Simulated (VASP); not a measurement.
Zr, 1 atom in the cell. The structure is cubic, space group Im-3m (No. 229). Conventional cell: a = 3.546 Å, b = 3.546 Å, c = 3.546 Å, α = 90.00°, β = 90.00°, γ = 90.00°. Within 4.0 Å of Zr (site symmetry m-3m) lie 14 Zr at 3.07 to 3.55 Å.  This cell differs from its parent crystal: volume scaled by 0.94.

| Property | Result |
| --- | --- |
| Program | VASP 6.6.1 |
| Task | single point |
| Functional | PBE |
| Potentials or basis | VASP PAW PBE potentials, release 64 (Zr_sv) |
| Cutoff | 520 eV |
| k mesh | 14 × 14 × 14 |
| Occupations | fermi-dirac, width 0.08 eV |
| Spin | no spin polarisation |
| Dipole correction | no |
| Further INCAR settings | ALGO = Normal; EDIFF = 1e-06; NBANDS = 12 |

Potentials or basis: VASP PAW PBE potentials, release 64 (Zr_sv).

Launch:

```sh
$ cat potpaw_PBE.64/Zr_sv/POTCAR > POTCAR
$ mpirun -np 1 vasp_std > vasp.out
```

Hardware: 1 thread of Intel Xeon 8259CL, on a shared host.

How long does it take, and how much memory?

Run time: 17 s on 1 thread of Intel Xeon 8259CL, with other jobs on the host, peak memory 0.15 GiB. Counts: scf iterations 12, k points 104.
